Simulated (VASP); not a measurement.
# K (Pm-3n) in VASP: further runs

The runs below take K through single point, with LDA.

Program: VASP 6.6.1. These are calculated values, not measurements. Logs are shortened: lines on timing, memory, paths and dates and some standing lists are left out, and cuts for length are marked.

**1. The cell of the first run**

The structure is cubic, space group Pm-3n (No. 223). Conventional cell: a = 8.490 Å, b = 8.490 Å, c = 8.490 Å, α = 90.00°, β = 90.00°, γ = 90.00°. K (site symmetry -4m2) has 14 K at 4.25 to 5.20 Å within 5.6 Å.

**2. Single point, LDA**

Contents of INCAR:

```
SYSTEM = K
PREC     = Accurate       ! precision mode
ENCUT    = 520            ! plane-wave cutoff, eV
EDIFF    = 1E-6           ! SCF threshold, eV
ISMEAR   = 0              ! smearing method
SIGMA    = 0.05           ! smearing width, eV
LREAL    = .FALSE.        ! projectors in reciprocal space
LASPH    = .TRUE.         ! aspherical terms in the spheres
NELM     = 100            ! most SCF steps
ALGO     = Fast           ! electronic algorithm
ISIF     = 2              ! what is computed and relaxed
LWAVE    = .FALSE.        ! write WAVECAR
LCHARG   = .TRUE.         ! write CHGCAR
GGA      = CA             ! functional
LELF     = .TRUE.         ! ELF
LVHAR    = .TRUE.       
NBANDS   = 46             ! bands
```

Contents of KPOINTS:

```
Automatic mesh
0
G
  4 4 4
  0 0 0
```

Contents of POSCAR:

```
K
1.0
    8.4903811700      0.0000000000      0.0000000000
    0.0000000000      8.4903811700      0.0000000000
    0.0000000000      0.0000000000      8.4903811700
K
8
Direct
    0.0000000000      0.0000000000      0.0000000000
    0.5000000000      0.2500000000      0.0000000000
    0.5000000000      0.7500000000      0.0000000000
    0.0000000000      0.5000000000      0.2500000000
    0.2500000000      0.0000000000      0.5000000000
    0.7500000000      0.0000000000      0.5000000000
    0.5000000000      0.5000000000      0.5000000000
    0.0000000000      0.5000000000      0.7500000000
```

Potentials or basis: VASP PAW LDA potentials, release 64 (K_sv).

Launch:

```sh
> cat potpaw_LDA.64/K_sv/POTCAR > POTCAR
> mpirun -np 1 vasp_std > vasp.out
```

OUTCAR:

```text
SYSTEM = K
   PREC = Accurate
   ENCUT = 520
   EDIFF = 1E-6
   ISMEAR = 0
   LREAL = .FALSE.
   LASPH = .TRUE.
   NELM = 100
   ISIF = 2
   GGA = CA

 ion  position               nearest neighbor table
   1  0.000  0.000  0.000-
   2  0.500  0.250  0.000-
   3  0.500  0.750  0.000-
   4  0.000  0.500  0.250-
   5  0.250  0.000  0.500-
   6  0.750  0.000  0.500-
   7  0.500  0.500  0.500-
   8  0.000  0.500  0.750-

  LATTYP: Found a simple cubic cell.
 ALAT       =     8.4903811700

  Lattice vectors:

 A1 = (   8.4903811700,   0.0000000000,   0.0000000000)
 A2 = (   0.0000000000,   8.4903811700,   0.0000000000)
 A3 = (   0.0000000000,   0.0000000000,   8.4903811700)

Analysis of symmetry for initial positions (statically):
=====================================================================
 Subroutine PRICEL returns:
 Original cell was already a primitive cell.

 Routine SETGRP: Setting up the symmetry group for a
 simple cubic supercell.

 Subroutine GETGRP returns: Found 48 space group operations
 (whereof 24 operations were pure point group operations)
 out of a pool of 48 trial point group operations.

The static configuration has the point symmetry T_h .
 The point group associated with its full space group is O_h .

Analysis of symmetry for dynamics (positions and initial velocities):
=====================================================================
 Subroutine PRICEL returns:
 Original cell was already a primitive cell.

 Routine SETGRP: Setting up the symmetry group for a
 simple cubic supercell.

 Subroutine GETGRP returns: Found 48 space group operations
 (whereof 24 operations were pure point group operations)
 out of a pool of 48 trial point group operations.

The dynamic configuration has the point symmetry T_h .
 The point group associated with its full space group is O_h .

 Subroutine INISYM returns: Found 48 space group operations
 (whereof 24 operations are pure point group operations),
 and found     1 'primitive' translations

----------------------------------------------------------------------------------------

                                     Primitive cell

  volume of cell :     612.0425

  direct lattice vectors                    reciprocal lattice vectors
     8.490381170  0.000000000  0.000000000     0.117780342  0.000000000  0.000000000
     0.000000000  8.490381170  0.000000000     0.000000000  0.117780342  0.000000000
     0.000000000  0.000000000  8.490381170     0.000000000  0.000000000  0.117780342

  length of vectors
     8.490381170  8.490381170  8.490381170     0.117780342  0.117780342  0.117780342

  position of ions in fractional coordinates (direct lattice)
     0.000000000  0.000000000  0.000000000
     0.500000000  0.250000000  0.000000000
     0.500000000  0.750000000  0.000000000
     0.000000000  0.500000000  0.250000000
     0.250000000  0.000000000  0.500000000
     0.750000000  0.000000000  0.500000000
     0.500000000  0.500000000  0.500000000
     0.000000000  0.500000000  0.750000000

  ion indices of the primitive-cell ions
   primitive index   ion index
                 1           1
                 2           2
                 3           3
                 4           4
                 5           5
                 6           6
                 7           7
                 8           8

----------------------------------------------------------------------------------------

 KPOINTS: Automatic mesh

Automatic generation of k-mesh.
 Grid dimensions read from file:
 generate k-points for:    4    4    4

 Generating k-lattice:

  Cartesian coordinates                     Fractional coordinates (reciprocal lattice)
     0.029445086  0.000000000  0.000000000     0.250000000  0.000000000  0.000000000
     0.000000000  0.029445086  0.000000000     0.000000000  0.250000000  0.000000000
     0.000000000  0.000000000  0.029445086     0.000000000  0.000000000  0.250000000

  Length of vectors
     0.029445086  0.029445086  0.029445086

  Shift w.r.t. Gamma in fractional coordinates (k-lattice)
     0.000000000  0.000000000  0.000000000

 Subroutine IBZKPT returns following result:
 ===========================================

 Found     10 irreducible k-points:

 Following reciprocal coordinates:
            Coordinates               Weight
  0.000000  0.000000  0.000000      1.000000
  0.250000  0.000000  0.000000      6.000000
  0.500000  0.000000  0.000000      3.000000
  0.250000  0.250000  0.000000     12.000000
  0.500000  0.250000  0.000000     12.000000
  0.500000  0.500000  0.000000      3.000000
  0.250000  0.250000  0.250000      8.000000
  0.500000  0.250000  0.250000     12.000000
  0.500000  0.500000  0.250000      6.000000
  0.500000  0.500000  0.500000      1.000000
   k-points           NKPTS =     10   k-points in BZ     NKDIM =     10   number of bands    NBANDS=     46
   number of dos      NEDOS =    301   number of ions     NIONS =      8
   total plane-waves  NPLWV = 262144
   dimension x,y,z NGX =    64 NGY =   64 NGZ =   64
   dimension x,y,z NGXF=   128 NGYF=  128 NGZF=  128
   ions per type =               8
   NGX,Y,Z   is equivalent  to a cutoff of  12.53, 12.53, 12.53 a.u.
   NGXF,Y,Z  is equivalent  to a cutoff of  25.06, 25.06, 25.06 a.u.
 SYSTEM =  K
   PREC   = accura    normal or accurate (medium, high low for compatibility)
   ISTART =      0    job   : 0-new  1-cont  2-samecut
   ICHARG =      2    charge: 1-file 2-atom 10-const
   ISPIN  =      1    spin polarized calculation?
   LNONCOLLINEAR =      F non collinear calculations
   LSORBIT =      F    spin-orbit coupling
   LASPH  =      T    aspherical Exc in radial PAW
   ENCUT  =  520.0 eV  38.22 Ry    6.18 a.u.  15.79 15.79 15.79*2*pi/ulx,y,z
   NELM   =    100;   NELMIN=  2; NELMDL= -5     # of ELM steps
   EDIFF  = 0.1E-05   stopping-criterion for ELM
   LREAL  =      F    real-space projection
   EDIFFG = 0.1E-04   stopping-criterion for IOM
   NSW    =      0    number of steps for IOM
   IBRION =     -1    ionic relax: 0-MD 1-quasi-New 2-CG
   NFREE  =      0    steps in history (QN), initial steepest desc. (CG)
   ISIF   =      2    stress and relaxation
   ISYM   =      2    0-nonsym 1-usesym 2-fastsym
   POTIM  = 0.5000    time-step for ionic-motion
   TEBEG  =    0.0;   TEEND  =   0.0 temperature during run
   PSTRESS=    0.0 pullay stress
   NELECT =      72.0000    total number of electrons
   NUPDOWN=      -1.0000    fix difference up-down
   EMIN   =  10.00;   EMAX   =-10.00  energy-range for DOS
   EFERMI =   0.00;   METHOD = LEGACY
   ISMEAR =     0;   SIGMA  =   0.05  broadening in eV -4-tet -1-fermi 0-gaus
   EFERMI_NEDOS =   21; number of points for ismear=-14 and -15
   IALGO  =     68    algorithm
   IMIX   =      4    mixing-type and parameters
     AMIX     =   0.40;   BMIX     =  1.00
     AMIX_MAG =   1.60;   BMIX_MAG =  1.00
  volume/ion in A,a.u.               =      76.51       516.28
  Fermi-wavevector in a.u.,A,eV,Ry     =   0.802155  1.515854  8.754712  0.643453
  Thomas-Fermi vector in A             =   1.909779
   LORBIT       =      0    0 simple, 1 ext, 2 COOP (PROOUT), +10 PAW based schemes
   GGA     = CA    functional components
   LHFCALC =     F    Hartree Fock is set to
   AEXX    =    0.0000 exact exchange contribution
   IVDW    =     0    specifies the selected vdW correction
   LEPSILON=     F    determine dielectric tensor
   LRPA    =     F    only Hartree local field effects (RPA)
 non-spin polarized calculation
 RMM-DIIS sequential band-by-band and
 Gauss-broadening in eV      SIGMA  =   0.05
  energy-cutoff  :      520.00
  volume of cell :      612.04
 maximum number of plane-waves:     16560
 NGX is ok and might be reduce to    64
   NGX = 31   NGY = 31   NGZ = 31

 number of electron      71.9999981 magnetization

 Free energy of the ion-electron system (eV)
  ---------------------------------------------------
  ext. energy  EPLUGINS =         0.00000000
  ---------------------------------------------------
  free energy    TOTEN  =        -9.09480161 eV

  energy without entropy =       -9.09143549  energy(sigma->0) =       -9.09311855

 E-fermi :  -0.3165     XC(G=0):  -5.7654

 val. band max:       -0.4085607980   @ k =   0.0000   0.0000   0.0000
 cond. band min:      -0.2837791963   @ k =   0.2500   0.0000   0.0000
 fundamental gap:      0.1247816017
 Fermi energy:        -0.3164595029

 k-point     1 :       0.0000    0.0000    0.0000
  band No.  band energies     occupation
      1     -32.2436      2.00000
      2     -32.2424      2.00000
      3     -32.2424      2.00000
      4     -32.2373      2.00000
      5     -32.2373      2.00000
      6     -32.2373      2.00000
[... 38 lines left out ...]
     45       1.3603      0.00000
     46       1.3918      0.00000

 k-point     2 :       0.2500    0.0000    0.0000
  band No.  band energies     occupation
      1     -32.2433      2.00000
      2     -32.2425      2.00000
      3     -32.2418      2.00000
      4     -32.2381      2.00000
      5     -32.2373      2.00000
      6     -32.2373      2.00000
[... 38 lines left out ...]
     45       1.3838      0.00000
     46       1.4241      0.00000

 k-point     3 :       0.5000    0.0000    0.0000
  band No.  band energies     occupation
      1     -32.2428      2.00000
      2     -32.2428      2.00000
      3     -32.2400      2.00000
      4     -32.2400      2.00000
      5     -32.2373      2.00000
      6     -32.2373      2.00000
[... 332 lines left out ...]
     45       1.9584      0.00000
     46       2.0026      0.00000

 k-point    10 :       0.5000    0.5000    0.5000
  band No.  band energies     occupation
      1     -32.2400      2.00000
      2     -32.2400      2.00000
      3     -32.2400      2.00000
      4     -32.2400      2.00000
      5     -32.2400      2.00000
      6     -32.2400      2.00000
[... 38 lines left out ...]
     45       2.1395      0.00000
     46       2.1559      0.00000

------------------------ aborting loop because EDIFF is reached ----------------------------------------

  FORCE on cell =-STRESS in cart. coord.  units (eV):
  Direction    XX          YY          ZZ          XY          YZ          ZX
  --------------------------------------------------------------------------------------
  -------------------------------------------------------------------------------------
  Total       -2.0827517     -2.0827517     -2.0827517     -0.0000000     -0.0000000      0.0000000
  in kB       -5.4521339     -5.4521339     -5.4521339     -0.0000000     -0.0000000      0.0000000
  external PRESSURE =      -5.4521339 kB  Pullay stress =       0.0000000 kB

 VOLUME and BASIS-vectors are now :
 -----------------------------------------------------------------------------
  energy-cutoff  :      520.00
  volume of cell :      612.04
      direct lattice vectors                 reciprocal lattice vectors
     8.490381170  0.000000000  0.000000000     0.117780342  0.000000000  0.000000000
     0.000000000  8.490381170  0.000000000     0.000000000  0.117780342  0.000000000
     0.000000000  0.000000000  8.490381170     0.000000000  0.000000000  0.117780342

 POSITION                                       TOTAL-FORCE (eV/Angst)
 -----------------------------------------------------------------------------------
      0.00000      0.00000      0.00000        -0.000000     -0.000000      0.000000
      4.24519      2.12260      0.00000         0.000000     -0.000000      0.000000
      4.24519      6.36779      0.00000        -0.000000      0.000000     -0.000000
      0.00000      4.24519      2.12260        -0.000000      0.000000     -0.000000
      2.12260      0.00000      4.24519         0.000000      0.000000      0.000000
      6.36779      0.00000      4.24519        -0.000000     -0.000000     -0.000000
      4.24519      4.24519      4.24519        -0.000000     -0.000000      0.000000
      0.00000      4.24519      6.36779         0.000000     -0.000000      0.000000
 -----------------------------------------------------------------------------------
    total drift:                                0.000000     -0.000000      0.000000

  FREE ENERGIE OF THE ION-ELECTRON SYSTEM (eV)
  ---------------------------------------------------
  free  energy   TOTEN  =        -9.0948016124 eV

  energy  without entropy=       -9.0914354912  energy(sigma->0) =       -9.09311855
```

Run time: 10 min. Hardware: 1 thread of Intel Xeon Platinum 8259CL at 2.50GHz (Skylake/Cascade Lake), shared host; peak memory 0.5 GiB.

What came out:

| Item | Value |
| --- | --- |
| Free energy | -9.0948 eV |
| Pressure | -0.5 GPa |
| Band gap on the k mesh | zero (bands 36 and 37 overlap by 0.85 eV) |

Levels at points of the mesh, in eV from the Fermi level:
| k point | band 32 | band 33 | band 34 | band 35 | band 36 | band 37 | band 38 | band 39 | band 40 | band 41 |
| --- | --- | --- | --- | --- | --- | --- | --- | --- | --- | --- |
| (0.00, 0.00, 0.00) | -15.60 | -2.18 | -0.11 | -0.11 | -0.09 | 0.11 | 0.11 | 0.11 | 1.56 | 1.56 |
| (0.50, 0.00, 0.00) | -15.60 | -1.59 | -1.59 | 0.35 | 0.35 | 0.44 | 0.44 | 0.54 | 0.54 | 0.57 |
| (0.50, 0.50, 0.00) | -15.60 | -1.04 | -1.03 | -1.03 | -1.02 | 0.81 | 0.82 | 0.82 | 0.82 | 0.98 |
| (0.50, 0.50, 0.50) | -15.62 | -0.51 | -0.51 | -0.49 | -0.49 | -0.49 | -0.49 | -0.49 | -0.49 | 2.35 |

(Part 1 of 2 ends here.)
